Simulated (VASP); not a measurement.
# GeSe3N (P1) in VASP: single point with r2SCAN

Aim: the single point of GeSe3N with r2SCAN.

All numbers are computed with VASP 6.6.1; they aren't measurements. Logs are shortened: lines on timing, memory, paths and dates and some standing lists are left out, and cuts for length are marked.

## Step 1: The cell of the first run

The typed cell holds 10 atoms: a = 6.379 Å, b = 6.360 Å, c = 4.743 Å, α = 90.16°, β = 89.93°, γ = 90.05°.

## Step 2: Single point, r2SCAN

POSCAR

```
GeSe3N
1.0
    6.3785882300     -0.0028398000      0.0040143100
   -0.0028398000      6.3599355800     -0.0086559500
    0.0029961400     -0.0064612900      4.7428479100
Se Ge N
6 2 2
Direct
    0.1907830000      0.6968680000      0.0661360000
    0.6978430000      0.7933190000      0.9348190000
    0.7930840000      0.2919710000      0.0680390000
    0.2782400000      0.1894640000      0.9393850000
    0.9828660000      0.9992630000      0.5088810000
    0.4855900000      0.4911710000      0.4737740000
    0.0162320000      0.4912070000      0.5448800000
    0.4865960000      0.0095840000      0.4651390000
    0.9851150000      0.9823100000      0.9941780000
    0.4966140000      0.5027510000      0.9953470000
```

INCAR.step1

```
  PREC = Accurate
  ENCUT = 520
  ISMEAR = -5
  SIGMA = 0.1
  LREAL = F
  LASPH = T
  NELM = 100
  GGA = PE
  ALGO = Normal
  EDIFF = 1E-4
  LWAVE = T
  LCHARG = F
```

INCAR.step2

```
  PREC = Accurate
  ENCUT = 520
  EDIFF = 1E-7
  ISMEAR = -1
  SIGMA = 0.1
  LREAL = F
  LASPH = T
  NELM = 100
  ALGO = Normal
  ISIF = 2
  LWAVE = F
  LCHARG = F
  METAGGA = R2SCAN
  LMIXTAU = T
  LORBIT = 11
  ISTART = 1
```

KPOINTS

```
Automatic mesh
0
Gamma
  3 3 4
  0 0.5 0
```

Potentials or basis: VASP PAW PBE potentials, release 64 (Se, Ge_d, N).

On the command line:

```
$ cat potpaw_PBE.64/Se/POTCAR potpaw_PBE.64/Ge_d/POTCAR potpaw_PBE.64/N/POTCAR > POTCAR
$ cp INCAR.step1 INCAR
$ mpirun -np 1 vasp_std > vasp.out
$ cp INCAR.step2 INCAR
$ mpirun -np 1 vasp_std > vasp.out
```

OUTCAR:

```text
PREC = Accurate
   ENCUT = 520
   EDIFF = 1E-7
   ISMEAR = -1
   LREAL = F
   LASPH = T
   NELM = 100
   ISIF = 2
   METAGGA = R2SCAN
   LORBIT = 11
   ISTART = 1

 ion  position               nearest neighbor table
   1  0.191  0.697  0.066-   9 2.27   7 2.85
   2  0.698  0.793  0.935-   9 2.21  10 2.27
   3  0.793  0.292  0.068-
   4  0.278  0.189  0.939-   8 2.85
   5  0.983  0.999  0.509-
   6  0.486  0.491  0.474-  10 2.27
   7  0.016  0.491  0.545-   1 2.85
   8  0.487  0.010  0.465-   4 2.85
   9  0.985  0.982  0.994-   2 2.21   1 2.27
  10  0.497  0.503  0.995-   2 2.27   6 2.27

  LATTYP: Found a triclinic cell.
 ALAT       =     4.7428532575
 B/A-ratio  =     1.6705836710
 C/A-ratio  =     1.3448845619
 COS(alpha) =     0.0000387645
 COS(beta)  =     0.0012616637
 COS(gamma) =     0.5964069824

  Lattice vectors:

 A1 = (  -0.0029961400,   0.0064612900,  -4.7428479100)
 A2 = (  -0.0001563400,  -6.3534742900,  -4.7341919600)
 A3 = (  -6.3785882300,   0.0028398000,  -0.0040143100)

Analysis of symmetry for initial positions (statically):
=====================================================================
 Subroutine PRICEL returns:
 Original cell was already a primitive cell.

 Routine SETGRP: Setting up the symmetry group for a
 triclinic supercell.

 Subroutine GETGRP returns: Found  1 space group operations
 (whereof  1 operations were pure point group operations)
 out of a pool of  2 trial point group operations.

The static configuration has the point symmetry C_1 .

Analysis of symmetry for dynamics (positions and initial velocities):
=====================================================================
 Subroutine PRICEL returns:
 Original cell was already a primitive cell.

 Routine SETGRP: Setting up the symmetry group for a
 triclinic supercell.

 Subroutine GETGRP returns: Found  1 space group operations
 (whereof  1 operations were pure point group operations)
 out of a pool of  2 trial point group operations.

The dynamic configuration has the point symmetry C_1 .

 Subroutine INISYM returns: Found  1 space group operations
 (whereof  1 operations are pure point group operations),
 and found     1 'primitive' translations

----------------------------------------------------------------------------------------

                                     Primitive cell

  volume of cell :     192.4046

  direct lattice vectors                    reciprocal lattice vectors
     6.378588230 -0.002839800  0.004014310     0.156774596  0.000069867 -0.000098942
    -0.002839800  6.359935580 -0.008655950     0.000069867  0.157234620  0.000214160
     0.002996140 -0.006461290  4.742847910    -0.000132565  0.000286902  0.210844259

  length of vectors
     6.378590125  6.359942104  4.742853258     0.156774643  0.157234781  0.210844495

  position of ions in fractional coordinates (direct lattice)
     0.190783000  0.696868000  0.066136000
     0.697843000  0.793319000  0.934819000
     0.793084000  0.291971000  0.068039000
     0.278240000  0.189464000  0.939385000
     0.982866000  0.999263000  0.508881000
     0.485590000  0.491171000  0.473774000
     0.016232000  0.491207000  0.544880000
     0.486596000  0.009584000  0.465139000
     0.985115000  0.982310000  0.994178000
     0.496614000  0.502751000  0.995347000

  ion indices of the primitive-cell ions
   primitive index   ion index
                 1           1
                 2           2
                 3           3
                 4           4
                 5           5
                 6           6
                 7           7
                 8           8
                 9           9
                10          10

----------------------------------------------------------------------------------------

 KPOINTS: Automatic mesh

Automatic generation of k-mesh.
 Grid dimensions read from file:
 generate k-points for:    3    3    4

 Generating k-lattice:

  Cartesian coordinates                     Fractional coordinates (reciprocal lattice)
     0.052258199  0.000023289 -0.000032981     0.333333333 -0.000000000  0.000000000
     0.000023289  0.052411540  0.000071387    -0.000000000  0.333333333 -0.000000000
    -0.000033141  0.000071726  0.052711065    -0.000000000  0.000000000  0.250000000

  Length of vectors
     0.052258214  0.052411594  0.052711124

  Shift w.r.t. Gamma in fractional coordinates (k-lattice)
     0.000000000  0.500000000  0.000000000

 Subroutine IBZKPT returns following result:
 ===========================================

 Found     19 irreducible k-points:

 Following reciprocal coordinates:
            Coordinates               Weight
  0.000000  0.166667 -0.000000      2.000000
  0.333333  0.166667 -0.000000      2.000000
 -0.333333  0.166667  0.000000      2.000000
 -0.000000  0.500000 -0.000000      1.000000
  0.333333  0.500000 -0.000000      2.000000
  0.000000  0.166667  0.250000      2.000000
[... 11 lines left out ...]
  0.000000  0.500000  0.500000      1.000000
  0.333333  0.500000  0.500000      2.000000
   k-points           NKPTS =     19   k-points in BZ     NKDIM =     19   number of bands    NBANDS=     44
   number of dos      NEDOS =    301   number of ions     NIONS =     10
   total plane-waves  NPLWV =  82944
   dimension x,y,z NGX =    48 NGY =   48 NGZ =   36
   dimension x,y,z NGXF=    96 NGYF=   96 NGZF=   72
   ions per type =               6   2   2
   NGX,Y,Z   is equivalent  to a cutoff of  12.51, 12.55, 12.62 a.u.
   NGXF,Y,Z  is equivalent  to a cutoff of  25.02, 25.09, 25.24 a.u.
 SYSTEM =  unknown system
   PREC   = accura    normal or accurate (medium, high low for compatibility)
   ISTART =      1    job   : 0-new  1-cont  2-samecut
   ICHARG =      0    charge: 1-file 2-atom 10-const
   ISPIN  =      1    spin polarized calculation?
   LNONCOLLINEAR =      F non collinear calculations
   LSORBIT =      F    spin-orbit coupling
   LASPH  =      T    aspherical Exc in radial PAW
   ENCUT  =  520.0 eV  38.22 Ry    6.18 a.u.  11.86 11.83  8.82*2*pi/ulx,y,z
   NELM   =    100;   NELMIN=  2; NELMDL=  0     # of ELM steps
   EDIFF  = 0.1E-06   stopping-criterion for ELM
   LREAL  =      F    real-space projection
   EDIFFG = 0.1E-05   stopping-criterion for IOM
   NSW    =      0    number of steps for IOM
   IBRION =     -1    ionic relax: 0-MD 1-quasi-New 2-CG
   NFREE  =      0    steps in history (QN), initial steepest desc. (CG)
   ISIF   =      2    stress and relaxation
   ISYM   =      2    0-nonsym 1-usesym 2-fastsym
   POTIM  = 0.5000    time-step for ionic-motion
   TEBEG  =    0.0;   TEEND  =   0.0 temperature during run
   PSTRESS=    0.0 pullay stress
   NELECT =      74.0000    total number of electrons
   NUPDOWN=      -1.0000    fix difference up-down
   EMIN   =  10.00;   EMAX   =-10.00  energy-range for DOS
   EFERMI =   0.00;   METHOD = LEGACY
   ISMEAR =    -1;   SIGMA  =   0.10  broadening in eV -4-tet -1-fermi 0-gaus
   EFERMI_NEDOS =   21; number of points for ismear=-14 and -15
   IALGO  =     38    algorithm
   IMIX   =      4    mixing-type and parameters
     AMIX     =   0.40;   BMIX     =  1.00
     AMIX_MAG =   1.60;   BMIX_MAG =  1.00
  volume/ion in A,a.u.               =      19.24       129.84
  Fermi-wavevector in a.u.,A,eV,Ry     =   1.190548  2.249810 19.284961  1.417405
  Thomas-Fermi vector in A             =   2.326630
   LORBIT       =     11    0 simple, 1 ext, 2 COOP (PROOUT), +10 PAW based schemes
   METAGGA = R2SCAN    functional components
   LHFCALC =     F    Hartree Fock is set to
   AEXX    =    0.0000 exact exchange contribution
   IVDW    =     0    specifies the selected vdW correction
   LEPSILON=     F    determine dielectric tensor
   LRPA    =     F    only Hartree local field effects (RPA)
 non-spin polarized calculation
  energy-cutoff  :      520.00
  volume of cell :      192.40
 maximum number of plane-waves:      5200
   NGX = 23   NGY = 23   NGZ = 17

 number of electron      73.9999996 magnetization

 Free energy of the ion-electron system (eV)
  ---------------------------------------------------
  ext. energy  EPLUGINS =         0.00000000
  ---------------------------------------------------
  free energy    TOTEN  =      -122.02391592 eV

  energy without entropy =     -121.77852982  energy(sigma->0) =     -121.90122287

 E-fermi :   4.3489     XC(G=0): -10.9183

 val. band max:        4.3389287924   @ k =   0.0000  -0.1667   0.2500
 cond. band min:       4.3612048434   @ k =   0.3333   0.5000   0.5000
 fundamental gap:      0.0222760510
 Fermi energy:         4.3489295894

 k-point     1 :       0.0000    0.1667   -0.0000
  band No.  band energies     occupation
      1     -21.2107      2.00000
      2     -21.2088      2.00000
      3     -21.1959      2.00000
      4     -21.1933      2.00000
      5     -21.1929      2.00000
      6     -21.1813      2.00000
[... 36 lines left out ...]
     43       7.7029      0.00000
     44       8.1536      0.00000

 k-point     2 :       0.3333    0.1667   -0.0000
  band No.  band energies     occupation
      1     -21.2106      2.00000
      2     -21.2087      2.00000
      3     -21.1959      2.00000
      4     -21.1933      2.00000
      5     -21.1929      2.00000
      6     -21.1813      2.00000
[... 791 lines left out ...]
 k-point    19 :       0.3333    0.5000    0.5000
  band No.  band energies     occupation
      1     -21.2104      2.00000
      2     -21.2086      2.00000
      3     -21.1957      2.00000
      4     -21.1932      2.00000
      5     -21.1931      2.00000
      6     -21.1821      2.00000
[... 36 lines left out ...]
     43       6.1234      0.00000
     44       6.2385      0.00000

------------------------ aborting loop because EDIFF is reached ----------------------------------------

  FORCE on cell =-STRESS in cart. coord.  units (eV):
  Direction    XX          YY          ZZ          XY          YZ          ZX
  --------------------------------------------------------------------------------------
  -------------------------------------------------------------------------------------
  Total       -4.6660445     -5.8373907     -4.2269541      0.1934196      0.3153247      0.0235878
  in kB      -38.8547427    -48.6086912    -35.1983816      1.6106292      2.6257484      0.1964185
  external PRESSURE =     -40.8872719 kB  Pullay stress =       0.0000000 kB

 VOLUME and BASIS-vectors are now :
 -----------------------------------------------------------------------------
  energy-cutoff  :      520.00
  volume of cell :      192.40
      direct lattice vectors                 reciprocal lattice vectors
     6.378588230 -0.002839800  0.004014310     0.156774596  0.000069867 -0.000098942
    -0.002839800  6.359935580 -0.008655950     0.000069867  0.157234620  0.000214160
     0.002996140 -0.006461290  4.742847910    -0.000132565  0.000286902  0.210844259

 POSITION                                       TOTAL-FORCE (eV/Angst)
 -----------------------------------------------------------------------------------
      1.21515      4.43107      0.30841        -0.055362      0.407631     -0.448139
      4.45180      5.03744      4.42964        -0.401713     -0.539656      0.197890
      5.05813      1.85422      0.32336        -0.470299      0.031377     -0.231915
      1.77705      1.19812      4.45484         0.036538      0.229824      0.136312
      6.26798      6.34917      2.40884         0.004578     -0.098082      0.233188
      3.09740      3.11938      2.24474        -0.127834     -0.203924     -0.575519
      0.10377      3.12048      2.58010         0.256207      0.044161      0.208059
      3.10516      0.05657      2.20795        -0.015394      0.202824     -0.100558
      6.28383      6.23821      4.71069         0.449436      0.000146     -0.409908
      3.16925      3.18962      4.71842         0.323843     -0.074301      0.990591
 -----------------------------------------------------------------------------------
    total drift:                               -0.006112      0.002144      0.009264

  FREE ENERGIE OF THE ION-ELECTRON SYSTEM (eV)
  ---------------------------------------------------
  free  energy   TOTEN  =      -122.0239159198 eV

  energy  without entropy=     -121.7785298185  energy(sigma->0) =     -121.90122287

 total charge

# of ion       s       p       d       tot
------------------------------------------
    1        1.532   2.100   0.057   3.689
    2        1.531   2.092   0.061   3.684
    3        1.533   2.088   0.051   3.672
    4        1.530   2.104   0.051   3.686
    5        1.532   2.112   0.050   3.694
    6        1.530   2.108   0.050   3.688
    7        1.339   0.628  10.004  11.970
    8        1.343   0.618  10.002  11.963
    9        1.364   2.109   0.000   3.474
   10        1.362   2.089   0.000   3.451
--------------------------------------------------
tot         14.598  18.048  20.326  52.971
```

It took 7 min on 1 thread of AMD EPYC 9R14 (Zen 4), shared host; peak memory 0.34 GiB.

What came out:

* Free energy: -122.0239 eV
* Pressure: -4.1 GPa
* Largest force: 1.045 eV/Å
* Band gap on the k mesh: zero (bands 37 and 38 overlap by 0.38 eV)
* Valence electrons inside the program's atomic spheres: Se 3.69, 3.68, 3.67 (each value once); Ge 11.97, 11.96; N 3.47, 3.45

Forces on the atoms (eV/Å):
```
Se  -0.055  0.408 -0.448
Se  -0.402 -0.540  0.198
Se  -0.470  0.031 -0.232
Se   0.037  0.230  0.136
Se   0.005 -0.098  0.233
Se  -0.128 -0.204 -0.576
Ge   0.256  0.044  0.208
Ge  -0.015  0.203 -0.101
N    0.449  0.000 -0.410
N    0.324 -0.074  0.991
```

Stress tensor (GPa, compression positive):
```
-3.89  0.16  0.02
 0.16 -4.86  0.26
 0.02  0.26 -3.52
```

Caveat: the cell stands under tension; the PAW data sets were made with another functional, which shifts forces and pressure a little.
